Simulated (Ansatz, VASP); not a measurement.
# One calculation of Sb, two programs

```xyz
2
Lattice="2.1470 1.2396 3.6566 -2.1470 1.2396 3.6566 0.0000 -2.4792 3.6566" Properties=species:S:1:pos:R:3 pbc="T T T"
Sb    0.0000    0.0000    2.5869
Sb    0.0000    0.0000    8.3830
```

Alike in both runs: functional LDA; k mesh 12 × 12 × 12; occupations gaussian, width 0.1 eV; no spin polarisation.

Ansatz relaxed the structure, and its values are those at the end. VASP's run is a single point on that final structure, the one shown.

```csv
,VASP,Ansatz
version,VASP 6.6.1,Ansatz 0.2.0
potentials or method,"VASP PAW LDA potentials, release 64 (Sb_d_GW), cutoff 500 eV","scalar-relativistic, plane waves, PAW"
valence electrons in the cell,30,30
```

```tsv
	VASP	Ansatz	Ansatz less VASP
gap on the k mesh at the Fermi level (eV)	none	none	-
pressure (GPa)	0.0	0.0	+0.01
rms of the force components (eV/Å)	0.010	0.003	-0.0071
```

LDA's correlation is that of Perdew and Zunger in VASP and of Perdew and Wang (1992) in Ansatz. A gap of «none» marks a metal or a gap that the smearing closes.

Spin-orbit coupling is off throughout.
